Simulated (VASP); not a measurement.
# GaReSi (P4/nmm) in VASP: relaxation of cell and atoms with LDA

Aim: the relaxation of cell and atoms of GaReSi with LDA.

All numbers are computed with VASP 6.6.1; they aren't measurements. Logs are shortened: lines on timing, memory, paths and dates and some standing lists are left out, and cuts for length are marked.

**1. The cell of the first run**

The structure is tetragonal, space group P4/nmm (No. 129). Conventional cell: a = 3.210 Å, b = 3.210 Å, c = 8.115 Å, α = 90.00°, β = 90.00°, γ = 90.00°. Within 3.5 Å of Ga (site symmetry 4mm) lie 8 Ga at 2.67 to 3.21 Å and 1 Si at 2.67 Å and 5 Re at 2.72 to 2.90 Å. Si (site symmetry 4mm) has 5 Re at 2.54 to 2.55 Å and 8 Si at 2.65 to 3.21 Å and 1 Ga at 2.67 Å within 3.4 Å. Re (site symmetry 4mm) has 5 Si at 2.54 to 2.55 Å and 5 Ga at 2.72 to 2.90 Å and 4 Re at 3.21 Å within 3.4 Å.

**2. Relaxation of cell and atoms, LDA**

INCAR reads:

```
SYSTEM = GaReSi
  ALGO = Normal
  EDIFF = 1E-7
  EDIFFG = -0.005
  ENCUT = 500
  GGA = CA
  GGA_COMPAT = .FALSE.
  IBRION = 2
  ISIF = 3
  ISMEAR = 0
  LASPH = .TRUE.
  LCHARG = .FALSE.
  LREAL = .FALSE.
  LWAVE = .FALSE.
  NELM = 120
  NELMIN = 4
  NSW = 70
  PREC = Accurate
  SIGMA = 0.01
```

KPOINTS reads:

```
k-points
0
G
  12 12 6
  0 0 0
```

POSCAR reads:

```
GaReSi
1.0
    3.2103103542      0.0000000000      0.0000000000
    0.0000000000      3.2103103542      0.0000000000
    0.0000000000      0.0000000000      8.1154343491
Ga Si Re
2 2 2
Direct
    0.5000000000      0.0000000000      0.9136582377
    0.0000000000      0.5000000000      0.0863417623
    0.0000000000      0.5000000000      0.4155231367
    0.5000000000      0.0000000000      0.5844768633
    0.0000000000      0.5000000000      0.7287746583
    0.5000000000      0.0000000000      0.2712253417
```

Potentials or basis: VASP PAW LDA potentials, release 64 (Ga_d, Si, Re_sv_GW).

The run is started by

```console
$ cat potpaw_LDA.64/Ga_d/POTCAR potpaw_LDA.64/Si/POTCAR potpaw_LDA.64/Re_sv_GW/POTCAR > POTCAR
$ mpirun -np 1 vasp_std > vasp.out
```

OUTCAR:

```text
SYSTEM = GaReSi
   EDIFF = 1E-7
   EDIFFG = -0.005
   ENCUT = 500
   GGA = CA
   IBRION = 2
   ISIF = 3
   ISMEAR = 0
   LASPH = .TRUE.
   LREAL = .FALSE.
   NELM = 120
   NELMIN = 4
   NSW = 70
   PREC = Accurate

 ion  position               nearest neighbor table
   1  0.500  0.000  0.914-   2 2.67   2 2.67   2 2.67   2 2.67   4 2.67   5 2.72   5 2.72   5 2.72
                             5 2.72   6 2.90
   2  0.000  0.500  0.086-   1 2.67   1 2.67   1 2.67   1 2.67   3 2.67   6 2.72   6 2.72   6 2.72
                             6 2.72   5 2.90
   3  0.000  0.500  0.416-   5 2.54   6 2.55   6 2.55   6 2.55   6 2.55   4 2.65   4 2.65   4 2.65
                             4 2.65   2 2.67
   4  0.500  0.000  0.584-   6 2.54   5 2.55   5 2.55   5 2.55   5 2.55   3 2.65   3 2.65   3 2.65
                             3 2.65   1 2.67
   5  0.000  0.500  0.729-   3 2.54   4 2.55   4 2.55   4 2.55   4 2.55   1 2.72   1 2.72   1 2.72
                             1 2.72   2 2.90
   6  0.500  0.000  0.271-   4 2.54   3 2.55   3 2.55   3 2.55   3 2.55   2 2.72   2 2.72   2 2.72
                             2 2.72   1 2.90

  LATTYP: Found a simple tetragonal cell.
 ALAT       =     3.2103103542
 C/A-ratio  =     2.5279282853

  Lattice vectors:

 A1 = (   3.2103103542,   0.0000000000,   0.0000000000)
 A2 = (   0.0000000000,   3.2103103542,   0.0000000000)
 A3 = (   0.0000000000,   0.0000000000,   8.1154343491)

Analysis of symmetry for initial positions (statically):
=====================================================================
 Subroutine PRICEL returns:
 Original cell was already a primitive cell.

 Routine SETGRP: Setting up the symmetry group for a
 simple tetragonal supercell.

 Subroutine GETGRP returns: Found 16 space group operations
 (whereof  8 operations were pure point group operations)
 out of a pool of 16 trial point group operations.

The static configuration has the point symmetry D_2d.
 The point group associated with its full space group is D_4h.

Analysis of symmetry for dynamics (positions and initial velocities):
=====================================================================
 Subroutine PRICEL returns:
 Original cell was already a primitive cell.

 Routine SETGRP: Setting up the symmetry group for a
 simple tetragonal supercell.

 Subroutine GETGRP returns: Found 16 space group operations
 (whereof  8 operations were pure point group operations)
 out of a pool of 16 trial point group operations.

The dynamic configuration has the point symmetry D_2d.
 The point group associated with its full space group is D_4h.

 Subroutine INISYM returns: Found 16 space group operations
 (whereof  8 operations are pure point group operations),
 and found     1 'primitive' translations

----------------------------------------------------------------------------------------

                                     Primitive cell

  volume of cell :      83.6384

  direct lattice vectors                    reciprocal lattice vectors
     3.210310354  0.000000000  0.000000000     0.311496363  0.000000000  0.000000000
     0.000000000  3.210310354  0.000000000     0.000000000  0.311496363  0.000000000
     0.000000000  0.000000000  8.115434349     0.000000000  0.000000000  0.123221994

  length of vectors
     3.210310354  3.210310354  8.115434349     0.311496363  0.311496363  0.123221994

  position of ions in fractional coordinates (direct lattice)
     0.500000000  0.000000000  0.913658238
     0.000000000  0.500000000  0.086341762
     0.000000000  0.500000000  0.415523137
     0.500000000  0.000000000  0.584476863
     0.000000000  0.500000000  0.728774658
     0.500000000  0.000000000  0.271225342

  ion indices of the primitive-cell ions
   primitive index   ion index
                 1           1
                 2           2
                 3           3
                 4           4
                 5           5
                 6           6

----------------------------------------------------------------------------------------

 KPOINTS: k-points

Automatic generation of k-mesh.
 Grid dimensions read from file:
 generate k-points for:   12   12    6

 Generating k-lattice:

  Cartesian coordinates                     Fractional coordinates (reciprocal lattice)
     0.025958030  0.000000000  0.000000000     0.083333333  0.000000000  0.000000000
     0.000000000  0.025958030  0.000000000     0.000000000  0.083333333  0.000000000
     0.000000000  0.000000000  0.020536999     0.000000000  0.000000000  0.166666667

  Length of vectors
     0.025958030  0.025958030  0.020536999

  Shift w.r.t. Gamma in fractional coordinates (k-lattice)
     0.000000000  0.000000000  0.000000000

 Subroutine IBZKPT returns following result:
 ===========================================

 Found    112 irreducible k-points:

 Following reciprocal coordinates:
            Coordinates               Weight
  0.000000  0.000000  0.000000      1.000000
  0.083333  0.000000  0.000000      4.000000
  0.166667  0.000000  0.000000      4.000000
  0.250000  0.000000  0.000000      4.000000
  0.333333  0.000000  0.000000      4.000000
  0.416667  0.000000  0.000000      4.000000
[... 16 lines left out ...]
  0.333333  0.333333  0.000000      4.000000
  0.416667  0.333333  0.000000      8.000000
 [... further k-points ...]
   k-points           NKPTS =    112   k-points in BZ     NKDIM =    112   number of bands    NBANDS=     38
   number of dos      NEDOS =    301   number of ions     NIONS =      6
   total plane-waves  NPLWV =  34560
   dimension x,y,z NGX =    24 NGY =   24 NGZ =   60
   dimension x,y,z NGXF=    48 NGYF=   48 NGZF=  120
   ions per type =               2   2   2
   NGX,Y,Z   is equivalent  to a cutoff of  12.43, 12.43, 12.29 a.u.
   NGXF,Y,Z  is equivalent  to a cutoff of  24.86, 24.86, 24.58 a.u.
 SYSTEM =  GaReSi
   PREC   = accura    normal or accurate (medium, high low for compatibility)
   ISTART =      0    job   : 0-new  1-cont  2-samecut
   ICHARG =      2    charge: 1-file 2-atom 10-const
   ISPIN  =      1    spin polarized calculation?
   LNONCOLLINEAR =      F non collinear calculations
   LSORBIT =      F    spin-orbit coupling
   LASPH  =      T    aspherical Exc in radial PAW
   ENCUT  =  500.0 eV  36.75 Ry    6.06 a.u.   5.85  5.85 14.80*2*pi/ulx,y,z
   NELM   =    120;   NELMIN=  4; NELMDL= -5     # of ELM steps
   EDIFF  = 0.1E-06   stopping-criterion for ELM
   LREAL  =      F    real-space projection
   EDIFFG = -.5E-02   stopping-criterion for IOM
   NSW    =     70    number of steps for IOM
   IBRION =      2    ionic relax: 0-MD 1-quasi-New 2-CG
   NFREE  =      1    steps in history (QN), initial steepest desc. (CG)
   ISIF   =      3    stress and relaxation
   ISYM   =      2    0-nonsym 1-usesym 2-fastsym
   POTIM  = 0.5000    time-step for ionic-motion
   TEBEG  =    0.0;   TEEND  =   0.0 temperature during run
   PSTRESS=    0.0 pullay stress
   NELECT =      64.0000    total number of electrons
   NUPDOWN=      -1.0000    fix difference up-down
   EMIN   =  10.00;   EMAX   =-10.00  energy-range for DOS
   EFERMI =   0.00;   METHOD = LEGACY
   ISMEAR =     0;   SIGMA  =   0.01  broadening in eV -4-tet -1-fermi 0-gaus
   EFERMI_NEDOS =   21; number of points for ismear=-14 and -15
   IALGO  =     38    algorithm
   IMIX   =      4    mixing-type and parameters
     AMIX     =   0.40;   BMIX     =  1.00
     AMIX_MAG =   1.60;   BMIX_MAG =  1.00
  volume/ion in A,a.u.               =      13.94        94.07
  Fermi-wavevector in a.u.,A,eV,Ry     =   1.497383  2.829643 30.506381  2.242156
  Thomas-Fermi vector in A             =   2.609278
   LORBIT       =      0    0 simple, 1 ext, 2 COOP (PROOUT), +10 PAW based schemes
   GGA     = CA    functional components
   LHFCALC =     F    Hartree Fock is set to
   AEXX    =    0.0000 exact exchange contribution
   IVDW    =     0    specifies the selected vdW correction
   LEPSILON=     F    determine dielectric tensor
   LRPA    =     F    only Hartree local field effects (RPA)
 conjugate gradient relaxation of ions
 non-spin polarized calculation
 Gauss-broadening in eV      SIGMA  =   0.01
  energy-cutoff  :      500.00
  volume of cell :       83.64
 maximum number of plane-waves:      2160
 NGX is ok and might be reduce to    24
   NGX = 11   NGY = 11   NGZ = 29

--------------------------------------- Ionic step        1  -------------------------------------------

 number of electron      64.0000016 magnetization

 Free energy of the ion-electron system (eV)
  ---------------------------------------------------
  ext. energy  EPLUGINS =         0.00000000
  ---------------------------------------------------
  free energy    TOTEN  =       -52.02380319 eV

  energy without entropy =      -52.02380319  energy(sigma->0) =      -52.02380319

------------------------ aborting loop because EDIFF is reached ----------------------------------------

  FORCE on cell =-STRESS in cart. coord.  units (eV):
  Direction    XX          YY          ZZ          XY          YZ          ZX
  --------------------------------------------------------------------------------------
  -------------------------------------------------------------------------------------
  Total       -5.3231155     -5.3231155     -5.6449088      0.0000000      0.0000000      0.0000000
  in kB     -101.9695884   -101.9695884   -108.1338601      0.0000000      0.0000000      0.0000000
  external PRESSURE =    -104.0243457 kB  Pullay stress =       0.0000000 kB
[... 101 lines left out ...]
  FREE ENERGIE OF THE ION-ELECTRON SYSTEM (eV)
  ---------------------------------------------------
  free  energy   TOTEN  =       -52.1555624676 eV

  energy  without entropy=      -52.1555624676  energy(sigma->0) =      -52.15556247

[... ionic steps 4 to 10 ...]

--------------------------------------- Ionic step       11  -------------------------------------------

 number of electron      63.9999986 magnetization

------------------------ aborting loop because EDIFF is reached ----------------------------------------
[... 75 lines left out ...]
--------------------------------------- Ionic step       13  -------------------------------------------

 number of electron      63.9999986 magnetization

 Free energy of the ion-electron system (eV)
  ---------------------------------------------------
  ext. energy  EPLUGINS =         0.00000000
  ---------------------------------------------------
  free energy    TOTEN  =       -52.16259217 eV

  energy without entropy =      -52.16259217  energy(sigma->0) =      -52.16259217

 E-fermi :  11.6674     XC(G=0): -13.3267

 val. band max:       11.5973175551   @ k =   0.0000   0.0000   0.5000
 cond. band min:      11.7483503305   @ k =   0.2500   0.0000   0.0000
 fundamental gap:      0.1510327754
 Fermi energy:        11.6673666912

 k-point     1 :       0.0000    0.0000    0.0000
  band No.  band energies     occupation
      1     -67.8880      2.00000
      2     -67.8879      2.00000
      3     -30.0041      2.00000
      4     -30.0041      2.00000
      5     -30.0028      2.00000
      6     -30.0028      2.00000
[... 973 lines left out ...]
     37      14.3400      0.00000
     38      14.9876      0.00000

 [... further k-points ...]

------------------------ aborting loop because EDIFF is reached ----------------------------------------

  FORCE on cell =-STRESS in cart. coord.  units (eV):
  Direction    XX          YY          ZZ          XY          YZ          ZX
  --------------------------------------------------------------------------------------
  -------------------------------------------------------------------------------------
  Total        0.0009503      0.0009503     -0.0018627      0.0000000      0.0000000      0.0000000
  in kB        0.0191334      0.0191334     -0.0375041      0.0000000      0.0000000      0.0000000
  external PRESSURE =       0.0002542 kB  Pullay stress =       0.0000000 kB
[... 21 lines left out ...]
  FREE ENERGIE OF THE ION-ELECTRON SYSTEM (eV)
  ---------------------------------------------------
  free  energy   TOTEN  =       -52.1625921666 eV

  energy  without entropy=      -52.1625921666  energy(sigma->0) =      -52.16259217

 reached required accuracy - stopping structural energy minimisation
```

It took 21 min on 1 thread of Intel Xeon 6975P-C (Granite Rapids), shared host; peak memory 0.39 GiB.

Results:

* Free energy: -52.1626 eV
* Relaxed volume: 13.26 Å³/atom
* Relaxed cell: a = 3.160 Å, b = 3.160 Å, c = 7.967 Å, α = 90.00°, β = 90.00°, γ = 90.00°
* Space group after relaxing (to 0.1 Å): P4/nmm (No. 129)
* Energy gained by relaxing: 23.1 meV/atom
* Ionic steps: 13
* Pressure after relaxing: 0.0 GPa
* Band gap on the k mesh: 0.15 eV (least direct gap 0.84 eV)

The path:
```tsv
step	energy change (eV)	largest force (eV/Å)	pressure (GPa)	volume (Å³)
1	0.0000	0.1496	-10.40	83.64
2	0.3622	1.0657	25.66	73.15
3	-0.1318	0.3194	-0.39	79.87
4	-0.1319	0.3291	-0.06	79.77
5	-0.1369	0.0739	0.04	79.58
6	-0.1369	0.0757	0.04	79.60
7	-0.1383	0.0558	-0.01	79.59
8	-0.1385	0.0389	-0.05	79.59
9	-0.1386	0.0439	-0.04	79.59
10	-0.1388	0.0051	0.10	79.55
11	-0.1388	0.0035	0.08	79.55
12	-0.1388	0.0059	-0.15	79.62
13	-0.1388	0.0018	0.00	79.57
```

Final structure:
```
CELL_PARAMETERS angstrom
3.16045 0.00000 0.00000
0.00000 3.16045 0.00000
0.00000 0.00000 7.96662
ATOMIC_POSITIONS crystal
Ga 0.50000 0.00000 0.91518
Ga 0.00000 0.50000 0.08482
Si 0.00000 0.50000 0.41476
Si 0.50000 0.00000 0.58524
Re 0.00000 0.50000 0.73099
Re 0.50000 0.00000 0.26901
```

Caveat: spin-orbit coupling is left out, which moves the levels of the heavy elements. LDA usually gives volumes a few per cent too small.
